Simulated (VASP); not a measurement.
# Bi2Te3 (P1) in VASP: single point with PBE

Aim: the single point of Bi2Te3 with PBE.

Everything below comes from runs of VASP 6.6.1. Logs are shortened: lines on timing, memory, paths and dates and some standing lists are left out, and cuts for length are marked.

## Step 1: The cell of the first run

The typed cell holds 5 atoms: a = 10.476 Å, b = 10.476 Å, c = 10.476 Å, α = 24.17°, β = 24.17°, γ = 24.17°.

## Step 2: Single point, PBE

File INCAR:

```
SYSTEM = Bi2Te3
PREC = Accurate
ENCUT = 520
EDIFF = 1E-6
ISMEAR = -1
SIGMA = 0.01
LREAL = .False.
LASPH = .True.
NELM = 60
ALGO = Normal
ISIF = 2
LWAVE = .False.
LCHARG = .True.
GGA = PE
LELF = .True.
LVHAR = .True.
NBANDS = 32
```

File KPOINTS:

```
Automatic mesh
0
Gamma
  6 6 6
  0 0 0
```

File POSCAR:

```
Bi2Te3
1.0
    2.1930000000      1.2661290000     10.1656670000
   -2.1930000000      1.2661290000     10.1656670000
    0.0000000000     -2.5322580000     10.1656670000
Bi Te
2 3
Direct
    0.4000000000      0.4000000000      0.4000000000
    0.5886000912      0.6113999088      0.6000000000
    0.0000000000      0.0000000000      0.0000000000
    0.2095000000      0.2095000000      0.2095000000
    0.7905000000      0.7905000000      0.7905000000
```

Potentials or basis: VASP PAW PBE potentials, release 64 (Bi_d, Te).

The run is started by

```sh
cat potpaw_PBE.64/Bi_d/POTCAR potpaw_PBE.64/Te/POTCAR > POTCAR
mpirun -np 1 vasp_std > vasp.out
```

OUTCAR:

```text
SYSTEM = Bi2Te3
   PREC = Accurate
   ENCUT = 520
   EDIFF = 1E-6
   ISMEAR = -1
   LREAL = .False.
   LASPH = .True.
   NELM = 60
   ISIF = 2
   GGA = PE

 ion  position               nearest neighbor table
   1  0.400  0.400  0.400-   5 3.07   5 3.07   5 3.07   3 3.25   3 3.25   3 3.25
   2  0.589  0.611  0.600-   4 3.04   4 3.07   4 3.11   3 3.21   3 3.25   3 3.28
   3  0.000  0.000  0.000-   2 3.21   1 3.25   1 3.25   1 3.25   2 3.25   2 3.28
   4  0.209  0.209  0.209-   2 3.04   2 3.07   2 3.11   5 3.64   5 3.64   5 3.64
   5  0.791  0.791  0.791-   1 3.07   1 3.07   1 3.07   4 3.64   4 3.64   4 3.64

  LATTYP: Found a trigonal (rhomboedric) cell.
 ALAT       =    10.4763121946
 COS(alpha) =     0.9123624163

  Lattice vectors:

 A1 = (   2.1930000000,   1.2661290000,  10.1656670000)
 A2 = (  -2.1930000000,   1.2661290000,  10.1656670000)
 A3 = (   0.0000000000,  -2.5322580000,  10.1656670000)

Analysis of symmetry for initial positions (statically):
=====================================================================
 Subroutine PRICEL returns:
 Original cell was already a primitive cell.

 Routine SETGRP: Setting up the symmetry group for a
 trigonal (rhombohedral) supercell.

 Subroutine GETGRP returns: Found  1 space group operations
 (whereof  1 operations were pure point group operations)
 out of a pool of 12 trial point group operations.

The static configuration has the point symmetry C_1 .

Analysis of symmetry for dynamics (positions and initial velocities):
=====================================================================
 Subroutine PRICEL returns:
 Original cell was already a primitive cell.

 Routine SETGRP: Setting up the symmetry group for a
 trigonal (rhombohedral) supercell.

 Subroutine GETGRP returns: Found  1 space group operations
 (whereof  1 operations were pure point group operations)
 out of a pool of 12 trial point group operations.

The dynamic configuration has the point symmetry C_1 .

 Subroutine INISYM returns: Found  1 space group operations
 (whereof  1 operations are pure point group operations),
 and found     1 'primitive' translations

----------------------------------------------------------------------------------------

                                     Primitive cell

  volume of cell :     169.3572

  direct lattice vectors                    reciprocal lattice vectors
     2.193000000  1.266129000 10.165667000     0.227998176  0.131634823  0.032790109
    -2.193000000  1.266129000 10.165667000    -0.227998176  0.131634823  0.032790109
     0.000000000 -2.532258000 10.165667000     0.000000000 -0.263269646  0.032790109

  length of vectors
    10.476312195 10.476312195 10.476312144     0.265303762  0.265303762  0.265303784

  position of ions in fractional coordinates (direct lattice)
     0.400000000  0.400000000  0.400000000
     0.588600091  0.611399909  0.600000000
     0.000000000  0.000000000  0.000000000
     0.209500000  0.209500000  0.209500000
     0.790500000  0.790500000  0.790500000

  ion indices of the primitive-cell ions
   primitive index   ion index
                 1           1
                 2           2
                 3           3
                 4           4
                 5           5

----------------------------------------------------------------------------------------

 KPOINTS: Automatic mesh

Automatic generation of k-mesh.
 Grid dimensions read from file:
 generate k-points for:    6    6    6

 Generating k-lattice:

  Cartesian coordinates                     Fractional coordinates (reciprocal lattice)
     0.037999696  0.021939137  0.005465018     0.166666667  0.000000000  0.000000000
    -0.037999696  0.021939137  0.005465018     0.000000000  0.166666667  0.000000000
     0.000000000 -0.043878274  0.005465018     0.000000000  0.000000000  0.166666667

  Length of vectors
     0.044217294  0.044217294  0.044217297

  Shift w.r.t. Gamma in fractional coordinates (k-lattice)
     0.000000000  0.000000000  0.000000000

 Subroutine IBZKPT returns following result:
 ===========================================

 Found    112 irreducible k-points:

 Following reciprocal coordinates:
            Coordinates               Weight
  0.000000  0.000000  0.000000      1.000000
  0.166667 -0.000000  0.000000      2.000000
 -0.000000  0.166667  0.000000      2.000000
  0.000000  0.000000  0.166667      2.000000
  0.333333  0.000000  0.000000      2.000000
  0.000000  0.333333  0.000000      2.000000
[... 16 lines left out ...]
 -0.166667  0.500000  0.000000      2.000000
  0.166667  0.000000  0.500000      2.000000
 [... further k-points ...]
   k-points           NKPTS =    112   k-points in BZ     NKDIM =    112   number of bands    NBANDS=     32
   number of dos      NEDOS =    301   number of ions     NIONS =      5
   total plane-waves  NPLWV = 512000
   dimension x,y,z NGX =    80 NGY =   80 NGZ =   80
   dimension x,y,z NGXF=   160 NGYF=  160 NGZF=  160
   ions per type =               2   3
   NGX,Y,Z   is equivalent  to a cutoff of  12.69, 12.69, 12.69 a.u.
   NGXF,Y,Z  is equivalent  to a cutoff of  25.39, 25.39, 25.39 a.u.
 SYSTEM =  Bi2Te3
   PREC   = accura    normal or accurate (medium, high low for compatibility)
   ISTART =      0    job   : 0-new  1-cont  2-samecut
   ICHARG =      2    charge: 1-file 2-atom 10-const
   ISPIN  =      1    spin polarized calculation?
   LNONCOLLINEAR =      F non collinear calculations
   LSORBIT =      F    spin-orbit coupling
   LASPH  =      T    aspherical Exc in radial PAW
   ENCUT  =  520.0 eV  38.22 Ry    6.18 a.u.  19.48 19.48 19.48*2*pi/ulx,y,z
   NELM   =     60;   NELMIN=  2; NELMDL= -5     # of ELM steps
   EDIFF  = 0.1E-05   stopping-criterion for ELM
   LREAL  =      F    real-space projection
   EDIFFG = 0.1E-04   stopping-criterion for IOM
   NSW    =      0    number of steps for IOM
   IBRION =     -1    ionic relax: 0-MD 1-quasi-New 2-CG
   NFREE  =      0    steps in history (QN), initial steepest desc. (CG)
   ISIF   =      2    stress and relaxation
   ISYM   =      2    0-nonsym 1-usesym 2-fastsym
   POTIM  = 0.5000    time-step for ionic-motion
   TEBEG  =    0.0;   TEEND  =   0.0 temperature during run
   PSTRESS=    0.0 pullay stress
   NELECT =      48.0000    total number of electrons
   NUPDOWN=      -1.0000    fix difference up-down
   EMIN   =  10.00;   EMAX   =-10.00  energy-range for DOS
   EFERMI =   0.00;   METHOD = LEGACY
   ISMEAR =    -1;   SIGMA  =   0.01  broadening in eV -4-tet -1-fermi 0-gaus
   EFERMI_NEDOS =   21; number of points for ismear=-14 and -15
   IALGO  =     38    algorithm
   IMIX   =      4    mixing-type and parameters
     AMIX     =   0.40;   BMIX     =  1.00
     AMIX_MAG =   1.60;   BMIX_MAG =  1.00
  volume/ion in A,a.u.               =      33.87       228.58
  Fermi-wavevector in a.u.,A,eV,Ry     =   1.075360  2.032136 15.733774  1.156400
  Thomas-Fermi vector in A             =   2.211215
   LORBIT       =      0    0 simple, 1 ext, 2 COOP (PROOUT), +10 PAW based schemes
   GGA     = PE    functional components
   LHFCALC =     F    Hartree Fock is set to
   AEXX    =    0.0000 exact exchange contribution
   IVDW    =     0    specifies the selected vdW correction
   LEPSILON=     F    determine dielectric tensor
   LRPA    =     F    only Hartree local field effects (RPA)
 non-spin polarized calculation
  energy-cutoff  :      520.00
  volume of cell :      169.36
 maximum number of plane-waves:      4580
 NGX is ok and might be reduce to    80
   NGX = 39   NGY = 39   NGZ = 39

 number of electron      48.0000004 magnetization

 Free energy of the ion-electron system (eV)
  ---------------------------------------------------
  ext. energy  EPLUGINS =         0.00000000
  ---------------------------------------------------
  free energy    TOTEN  =       -18.33200030 eV

  energy without entropy =      -18.33200030  energy(sigma->0) =      -18.33200030

 E-fermi :   6.3638     XC(G=0):  -9.3289

 val. band max:        6.2227513929   @ k =   0.0000   0.0000   0.0000
 cond. band min:       6.5048460693   @ k =   0.0000   0.0000   0.0000
 fundamental gap:      0.2820946764
 Fermi energy:         6.3638118093

 k-point     1 :       0.0000    0.0000    0.0000
  band No.  band energies     occupation
      1     -16.9966      2.00000
      2     -16.9962      2.00000
      3     -16.9951      2.00000
      4     -16.9946      2.00000
      5     -16.9875      2.00000
      6     -16.9862      2.00000
[... 24 lines left out ...]
     31      11.0335      0.00000
     32      11.5561      0.00000

 k-point     2 :       0.1667   -0.0000    0.0000
  band No.  band energies     occupation
      1     -16.9987      2.00000
      2     -16.9969      2.00000
      3     -16.9934      2.00000
      4     -16.9918      2.00000
      5     -16.9859      2.00000
      6     -16.9853      2.00000
[... 24 lines left out ...]
     31      10.3656      0.00000
     32      11.2362      0.00000

 k-point     3 :      -0.0000    0.1667    0.0000
  band No.  band energies     occupation
      1     -16.9982      2.00000
      2     -16.9965      2.00000
      3     -16.9939      2.00000
      4     -16.9924      2.00000
      5     -16.9868      2.00000
      6     -16.9848      2.00000
[... 24 lines left out ...]
     31      10.3473      0.00000
     32      11.2072      0.00000

 k-point     4 :       0.0000    0.0000    0.1667
  band No.  band energies     occupation
      1     -16.9984      2.00000
      2     -16.9966      2.00000
      3     -16.9936      2.00000
      4     -16.9922      2.00000
      5     -16.9863      2.00000
      6     -16.9852      2.00000
[... 654 lines left out ...]
     31      10.3687      0.00000
     32      10.8628      0.00000

 k-point    23 :      -0.1667    0.5000    0.0000
  band No.  band energies     occupation
      1     -17.0027      2.00000
      2     -17.0004      2.00000
      3     -16.9929      2.00000
      4     -16.9902      2.00000
      5     -16.9882      2.00000
      6     -16.9861      2.00000
[... 24 lines left out ...]
     31      10.3707      0.00000
     32      10.8561      0.00000

 k-point    24 :       0.1667    0.0000    0.5000
  band No.  band energies     occupation
      1     -17.0028      2.00000
      2     -17.0006      2.00000
      3     -16.9926      2.00000
      4     -16.9900      2.00000
      5     -16.9875      2.00000
      6     -16.9857      2.00000
[... 24 lines left out ...]
     31      10.3772      0.00000
     32      10.8631      0.00000

 [... further k-points ...]

------------------------ aborting loop because EDIFF is reached ----------------------------------------

  FORCE on cell =-STRESS in cart. coord.  units (eV):
  Direction    XX          YY          ZZ          XY          YZ          ZX
  --------------------------------------------------------------------------------------
  -------------------------------------------------------------------------------------
  Total        2.0752156      2.0587799      1.8900541     -0.0672458     -0.0147803      0.1366536
  in kB       19.6322509     19.4767632     17.8805598     -0.6361682     -0.1398268      1.2927902
  external PRESSURE =      18.9965246 kB  Pullay stress =       0.0000000 kB

 VOLUME and BASIS-vectors are now :
 -----------------------------------------------------------------------------
  energy-cutoff  :      520.00
  volume of cell :      169.36
      direct lattice vectors                 reciprocal lattice vectors
     2.193000000  1.266129000 10.165667000     0.227998176  0.131634823  0.032790109
    -2.193000000  1.266129000 10.165667000    -0.227998176  0.131634823  0.032790109
     0.000000000 -2.532258000 10.165667000     0.000000000 -0.263269646  0.032790109

 POSITION                                       TOTAL-FORCE (eV/Angst)
 -----------------------------------------------------------------------------------
      0.00000      0.00000     12.19880        -0.039688     -0.000148      0.016550
     -0.05000      0.00000     18.29820         0.136417     -0.003614     -0.011799
      0.00000      0.00000      0.00000        -0.013772     -0.002033      0.002335
      0.00000      0.00000      6.38912        -0.111557      0.005521      0.017226
      0.00000      0.00000     24.10788         0.028600      0.000274     -0.024312
 -----------------------------------------------------------------------------------
    total drift:                                0.000006     -0.000001      0.000011

  FREE ENERGIE OF THE ION-ELECTRON SYSTEM (eV)
  ---------------------------------------------------
  free  energy   TOTEN  =       -18.3320003046 eV

  energy  without entropy=      -18.3320003025  energy(sigma->0) =      -18.33200030
```

It took 28 min on 1 thread of Intel Xeon 6975P-C (Granite Rapids), shared host; peak memory 1.2 GiB.

Results:

```yaml
Free_energy: -18.3320 eV
Pressure: 1.9 GPa
Largest_force: 0.137 eV/Å
Band_gap_on_the_k_mesh: 0.28 eV
```

Forces in eV/Å, atoms in the order of the input:
```
Bi  -0.040  0.000  0.017
Bi   0.136 -0.004 -0.012
Te  -0.014 -0.002  0.002
Te  -0.112  0.006  0.017
Te   0.029  0.000 -0.024
```

Stress tensor (GPa, compression positive):
```
 1.96 -0.06  0.13
-0.06  1.95 -0.01
 0.13 -0.01  1.79
```

Caveat: spin-orbit coupling is left out, which moves the levels of the heavy elements. A k mesh can miss the band edges.
